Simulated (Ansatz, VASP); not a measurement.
# One calculation of SiC, two programs

```
Si C
1.0
     2.52601    0.00000    0.00000
     0.00000    2.52601    0.00000
     0.00000    0.00000    3.31088
Si C
1 1
Direct
  0.50000 0.50000 0.50000
  0.00000 0.00000 0.00000
```

Alike in both runs: task single point; functional PBE; k mesh 8 × 8 × 6; occupations gaussian, width 0.1 eV; no spin polarisation.

|  | VASP | Ansatz |
| --- | --- | --- |
| version | VASP 6.6.1 | Ansatz 0.2.0 |
| potentials or method | VASP PAW PBE potentials, release 64 (Si, C), cutoff 520 eV | scalar-relativistic, plane waves, PAW |
| valence electrons in the cell | 8 | 8 |

```tsv
	VASP	Ansatz	Ansatz less VASP
gap on the k mesh at the Fermi level (eV)	none	none	-
pressure (GPa)	-5.5	-5.6	-0.08
traceless stress, the component that is largest in VASP (GPa)	-24.77	-24.86	-0.088
```

A gap of «none» marks a metal or a gap that the smearing closes. With one functional, cell and mesh, what is left measures potentials, basis and numerics.
